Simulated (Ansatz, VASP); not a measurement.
## Mo: VASP beside Ansatz

```
Mo
1.0
     2.73551    0.00000    0.00000
    -1.36776    2.36902    0.00000
     0.00000    0.00000    2.55518
Mo
1
Direct
  0.00000 0.00000 0.50000
```

Alike in both runs: task single point; functional LDA; k mesh 7 × 7 × 7; occupations fermi-dirac, width 0.15 eV; no spin polarisation.

|  | VASP | Ansatz |
| --- | --- | --- |
| version | VASP 6.6.1 | Ansatz 0.2.0 |
| potentials or method | VASP PAW LDA potentials, release 64 (Mo_sv), cutoff 500 eV | plane waves, PAW |
| valence electrons in the cell | 14 | 14 |

|  | VASP | Ansatz | Ansatz less VASP |
| --- | --- | --- | --- |
| pressure (GPa) | -8.3 | -9.2 | -0.89 |
| traceless stress, the component that is largest in VASP (GPa) | -10.84 | -10.88 | -0.041 |

LDA's correlation is that of Perdew and Zunger in VASP and of Perdew and Wang (1992) in Ansatz.

The k mesh is coarse, so the values compare programs but aren't converged.
